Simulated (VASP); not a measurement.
# GaN (P6_3mc) in VASP: notebook

Runs on GaN. Level: PBE. Tasks: electric field gradients, density of states.

Everything below comes from runs of VASP 6.6.1. Logs are shortened: lines on timing, memory, paths and dates and some standing lists are left out, and cuts for length are marked.

## Step 1: The cell of the first run

Symmetry: P6_3mc, No. 186, hexagonal system. Conventional cell: a = 3.180 Å, b = 3.180 Å, c = 5.166 Å, α = 90.00°, β = 90.00°, γ = 120.00°. Ga (site symmetry 3m) has 4 N at 1.94 to 1.95 Å within 2.6 Å. Within 2.6 Å of N (site symmetry 3m) lie 4 Ga at 1.94 to 1.95 Å.

## Step 2: Electric field gradients, PBE

INCAR

```
  PREC = Accurate
  ENCUT = 520
  EDIFF = 1E-8
  ISMEAR = -1
  SIGMA = 0.02
  LREAL = F
  LASPH = T
  NELM = 100
  ALGO = Normal
  ISIF = 2
  LWAVE = F
  LCHARG = F
  GGA = PE
  LEFG = T
  NBANDS = 26
```

KPOINTS

```
Automatic mesh
0
Gamma
  9 9 5
```

POSCAR

```
GaN
1.0
    3.1799996605      0.0000000000      0.0000000000
   -1.5899998303      2.7539604900      0.0000000000
    0.0000000000      0.0000000000      5.1660000000
Ga N
2 2
Direct
    0.3333333333      0.6666666667      0.0000000000
    0.6666666667      0.3333333333      0.5000000000
    0.3333333333      0.6666666667      0.3750000000
    0.6666666667      0.3333333333      0.8750000000
```

Potentials or basis: VASP PAW PBE potentials, release 64 (Ga_d, N).

The run is started by

```console
$ cat potpaw_PBE.64/Ga_d/POTCAR potpaw_PBE.64/N/POTCAR > POTCAR
$ mpirun -np 1 vasp_std > vasp.out
```

OUTCAR:

```text
PREC = Accurate
   ENCUT = 520
   EDIFF = 1E-8
   ISMEAR = -1
   LREAL = F
   LASPH = T
   NELM = 100
   ISIF = 2
   GGA = PE

 ion  position               nearest neighbor table
   1  0.333  0.667  0.000-   3 1.94   4 1.95   4 1.95   4 1.95
   2  0.667  0.333  0.500-   4 1.94   3 1.95   3 1.95   3 1.95
   3  0.333  0.667  0.375-   1 1.94   2 1.95   2 1.95   2 1.95
   4  0.667  0.333  0.875-   2 1.94   1 1.95   1 1.95   1 1.95

  LATTYP: Found a hexagonal cell.
 ALAT       =     3.1799996605
 C/A-ratio  =     1.6245284753

  Lattice vectors:

 A1 = (   3.1799996605,   0.0000000000,   0.0000000000)
 A2 = (  -1.5899998303,   2.7539604900,   0.0000000000)
 A3 = (   0.0000000000,   0.0000000000,   5.1660000000)

Analysis of symmetry for initial positions (statically):
=====================================================================
 Subroutine PRICEL returns:
 Original cell was already a primitive cell.

 Routine SETGRP: Setting up the symmetry group for a
 hexagonal supercell.

 Subroutine GETGRP returns: Found 12 space group operations
 (whereof  6 operations were pure point group operations)
 out of a pool of 24 trial point group operations.

The static configuration has the point symmetry C_3v.
 The point group associated with its full space group is C_6v.

Analysis of symmetry for dynamics (positions and initial velocities):
=====================================================================
 Subroutine PRICEL returns:
 Original cell was already a primitive cell.

 Routine SETGRP: Setting up the symmetry group for a
 hexagonal supercell.

 Subroutine GETGRP returns: Found 12 space group operations
 (whereof  6 operations were pure point group operations)
 out of a pool of 24 trial point group operations.

The dynamic configuration has the point symmetry C_3v.
 The point group associated with its full space group is C_6v.

 Subroutine INISYM returns: Found 12 space group operations
 (whereof  6 operations are pure point group operations),
 and found     1 'primitive' translations

----------------------------------------------------------------------------------------

                                     Primitive cell

  volume of cell :      45.2417

  direct lattice vectors                    reciprocal lattice vectors
     3.179999661  0.000000000  0.000000000     0.314465442  0.181556708  0.000000000
    -1.589999830  2.753960490  0.000000000     0.000000000  0.363113416  0.000000000
     0.000000000  0.000000000  5.166000000     0.000000000  0.000000000  0.193573364

  length of vectors
     3.179999661  3.179999661  5.166000000     0.363113416  0.363113416  0.193573364

  position of ions in fractional coordinates (direct lattice)
     0.333333333  0.666666667  0.000000000
     0.666666667  0.333333333  0.500000000
     0.333333333  0.666666667  0.375000000
     0.666666667  0.333333333  0.875000000

  ion indices of the primitive-cell ions
   primitive index   ion index
                 1           1
                 2           2
                 3           3
                 4           4

----------------------------------------------------------------------------------------

 KPOINTS: Automatic mesh

Automatic generation of k-mesh.
 Grid dimensions read from file:
 generate k-points for:    9    9    5

 Generating k-lattice:

  Cartesian coordinates                     Fractional coordinates (reciprocal lattice)
     0.034940605  0.020172968  0.000000000     0.111111111  0.000000000  0.000000000
     0.000000000  0.040345935  0.000000000     0.000000000  0.111111111  0.000000000
     0.000000000  0.000000000  0.038714673     0.000000000  0.000000000  0.200000000

  Length of vectors
     0.040345935  0.040345935  0.038714673

  Shift w.r.t. Gamma in fractional coordinates (k-lattice)
     0.000000000  0.000000000  0.000000000

 Subroutine IBZKPT returns following result:
 ===========================================

 Found     36 irreducible k-points:

 Following reciprocal coordinates:
            Coordinates               Weight
  0.000000  0.000000  0.000000      1.000000
  0.111111  0.000000  0.000000      6.000000
  0.222222  0.000000  0.000000      6.000000
  0.333333  0.000000  0.000000      6.000000
  0.444444  0.000000  0.000000      6.000000
  0.111111  0.111111  0.000000      6.000000
[... 16 lines left out ...]
  0.333333  0.222222  0.200000     24.000000
  0.333333  0.333333  0.200000      4.000000
 [... further k-points ...]
   k-points           NKPTS =     36   k-points in BZ     NKDIM =     36   number of bands    NBANDS=     26
   number of dos      NEDOS =    301   number of ions     NIONS =      4
   total plane-waves  NPLWV =  23040
   dimension x,y,z NGX =    24 NGY =   24 NGZ =   40
   dimension x,y,z NGXF=    48 NGYF=   48 NGZF=   80
   ions per type =               2   2
   NGX,Y,Z   is equivalent  to a cutoff of  12.55, 12.55, 12.87 a.u.
   NGXF,Y,Z  is equivalent  to a cutoff of  25.09, 25.09, 25.74 a.u.
 SYSTEM =  unknown system
   PREC   = accura    normal or accurate (medium, high low for compatibility)
   ISTART =      0    job   : 0-new  1-cont  2-samecut
   ICHARG =      2    charge: 1-file 2-atom 10-const
   ISPIN  =      1    spin polarized calculation?
   LNONCOLLINEAR =      F non collinear calculations
   LSORBIT =      F    spin-orbit coupling
   LASPH  =      T    aspherical Exc in radial PAW
   ENCUT  =  520.0 eV  38.22 Ry    6.18 a.u.   5.91  5.91  9.61*2*pi/ulx,y,z
   NELM   =    100;   NELMIN=  2; NELMDL= -5     # of ELM steps
   EDIFF  = 0.1E-07   stopping-criterion for ELM
   LREAL  =      F    real-space projection
   EDIFFG = 0.1E-06   stopping-criterion for IOM
   NSW    =      0    number of steps for IOM
   IBRION =     -1    ionic relax: 0-MD 1-quasi-New 2-CG
   NFREE  =      0    steps in history (QN), initial steepest desc. (CG)
   ISIF   =      2    stress and relaxation
   ISYM   =      2    0-nonsym 1-usesym 2-fastsym
   POTIM  = 0.5000    time-step for ionic-motion
   TEBEG  =    0.0;   TEEND  =   0.0 temperature during run
   PSTRESS=    0.0 pullay stress
   NELECT =      36.0000    total number of electrons
   NUPDOWN=      -1.0000    fix difference up-down
   EMIN   =  10.00;   EMAX   =-10.00  energy-range for DOS
   EFERMI =   0.00;   METHOD = LEGACY
   ISMEAR =    -1;   SIGMA  =   0.02  broadening in eV -4-tet -1-fermi 0-gaus
   EFERMI_NEDOS =   21; number of points for ismear=-14 and -15
   IALGO  =     38    algorithm
   IMIX   =      4    mixing-type and parameters
     AMIX     =   0.40;   BMIX     =  1.00
     AMIX_MAG =   1.60;   BMIX_MAG =  1.00
  volume/ion in A,a.u.               =      11.31        76.33
  Fermi-wavevector in a.u.,A,eV,Ry     =   1.517036  2.866783 31.312431  2.301399
  Thomas-Fermi vector in A             =   2.626346
   LORBIT       =      0    0 simple, 1 ext, 2 COOP (PROOUT), +10 PAW based schemes
   GGA     = PE    functional components
   LHFCALC =     F    Hartree Fock is set to
   AEXX    =    0.0000 exact exchange contribution
   IVDW    =     0    specifies the selected vdW correction
   LEPSILON=     F    determine dielectric tensor
   LRPA    =     F    only Hartree local field effects (RPA)
 non-spin polarized calculation
  energy-cutoff  :      520.00
  volume of cell :       45.24
 maximum number of plane-waves:      1234
 NGX is ok and might be reduce to    24
   NGX = 11   NGY = 11   NGZ = 19

 number of electron      36.0000002 magnetization

 Free energy of the ion-electron system (eV)
  ---------------------------------------------------
  ext. energy  EPLUGINS =         0.00000000
  ---------------------------------------------------
  free energy    TOTEN  =       -24.28490634 eV

  energy without entropy =      -24.28490634  energy(sigma->0) =      -24.28490634

 E-fermi :   5.8089     XC(G=0): -11.7222

 val. band max:        5.4324469849   @ k =   0.0000   0.0000   0.0000
 cond. band min:       7.4050469502   @ k =   0.0000   0.0000   0.0000
 fundamental gap:      1.9725999653
 Fermi energy:         5.8088630759

 k-point     1 :       0.0000    0.0000    0.0000
  band No.  band energies     occupation
      1     -10.6378      2.00000
      2      -9.6778      2.00000
      3      -8.0238      2.00000
      4      -8.0025      2.00000
      5      -8.0025      2.00000
      6      -7.9379      2.00000
[... 685 lines left out ...]
     25      18.5561      0.00000
     26      18.8159      0.00000

 [... further k-points ...]
[... 5 lines left out ...]
  --------------------------------------------------------------------------------------
  -------------------------------------------------------------------------------------
  Total        1.8647370      1.8647370      2.4776147     -0.0000000      0.0000000     -0.0000000
  in kB       66.0372506     66.0372506     87.7415244     -0.0000000      0.0000000     -0.0000000
  external PRESSURE =      73.2720085 kB  Pullay stress =       0.0000000 kB

 VOLUME and BASIS-vectors are now :
 -----------------------------------------------------------------------------
  energy-cutoff  :      520.00
  volume of cell :       45.24
      direct lattice vectors                 reciprocal lattice vectors
     3.179999661  0.000000000  0.000000000     0.314465442  0.181556708  0.000000000
    -1.589999830  2.753960490  0.000000000     0.000000000  0.363113416  0.000000000
     0.000000000  0.000000000  5.166000000     0.000000000  0.000000000  0.193573364

 POSITION                                       TOTAL-FORCE (eV/Angst)
 -----------------------------------------------------------------------------------
     -0.00000      1.83597      0.00000         0.000000      0.000000     -0.134612
      1.59000      0.91799      2.58300        -0.000000     -0.000000     -0.134612
     -0.00000      1.83597      1.93725        -0.000000      0.000000      0.134612
      1.59000      0.91799      4.52025         0.000000      0.000000      0.134612
 -----------------------------------------------------------------------------------
    total drift:                               -0.000001     -0.000001     -0.000260

  FREE ENERGIE OF THE ION-ELECTRON SYSTEM (eV)
  ---------------------------------------------------
  free  energy   TOTEN  =       -24.2849063362 eV

  energy  without entropy=      -24.2849063362  energy(sigma->0) =      -24.28490634

 Electric field gradients (V/A^2)
---------------------------------------------------------------------
 ion       V_xx      V_yy      V_zz      V_xy      V_xz      V_yz
---------------------------------------------------------------------
   1       1.147     1.152    -2.299     0.004    -0.000     0.000
   2       1.147     1.152    -2.299     0.004     0.000    -0.000
   3      -0.400    -0.401     0.800    -0.001    -0.000     0.000
   4      -0.400    -0.401     0.800    -0.001     0.000    -0.000
---------------------------------------------------------------------

 Electric field gradients after diagonalization (V/A^2)
 (convention: |V_zz| > |V_xx| > |V_yy|)
----------------------------------------------------------------------
 ion       V_xx      V_yy      V_zz     asymmetry (V_yy - V_xx)/ V_zz
----------------------------------------------------------------------
   1       1.154     1.145    -2.299       0.004
   2       1.154     1.145    -2.299       0.004
   3      -0.401    -0.399     0.800       0.003
   4      -0.401    -0.399     0.800       0.003
----------------------------------------------------------------------

           NMR quadrupolar parameters

 Cq : quadrupolar parameter    Cq=e*Q*V_zz/h
 eta: asymmetry parameters     (V_yy - V_xx)/ V_zz
 Q  : nuclear electric quadrupole moment in mb (millibarn)
----------------------------------------------------------------------
 ion       Cq(MHz)       eta       Q (mb)
----------------------------------------------------------------------
   1      -0.006       0.004       1.000
   2      -0.006       0.004       1.000
   3       0.002       0.003       1.000
   4       0.002       0.003       1.000
----------------------------------------------------------------------
```

Wall time 90 s (1 thread of AMD EPYC 7R13, shared host); peak memory 0.15 GiB.

What came out:

| Property | Result |
| --- | --- |
| Free energy | -24.2849 eV |
| Pressure | 7.3 GPa |
| Largest force | 0.135 eV/Å |
| Band gap on the k mesh | 1.97 eV, direct |

Forces in eV/Å, atoms in the order of the input:
```
Ga   0.000  0.000 -0.135
Ga   0.000  0.000 -0.135
N    0.000  0.000  0.135
N    0.000  0.000  0.135
```

Levels at points of the mesh, in eV from the valence-band top:
```tsv
k point	band 14	band 15	band 16	band 17	band 18	band 19	band 20	band 21	band 22	band 23
(0.00, 0.00, 0.00)	-1.06	-1.06	-0.06	0.00	0.00	1.97	4.30	9.26	9.92	9.92
```

Electric field gradients, principal values (V/Å²):
```tsv
atom	least	middle	greatest (by size)
1 Ga	1.145	1.154	-2.299
2 Ga	1.145	1.154	-2.299
3 N	-0.399	-0.401	0.800
4 N	-0.399	-0.401	0.800
```

Caveat: without QUAD_EFG the Cq values of the log hold for a quadrupole moment of 1 mb, not for the nuclei. As with any semilocal functional, this PBE gap is likely too small.

[end of part 1 of 2]
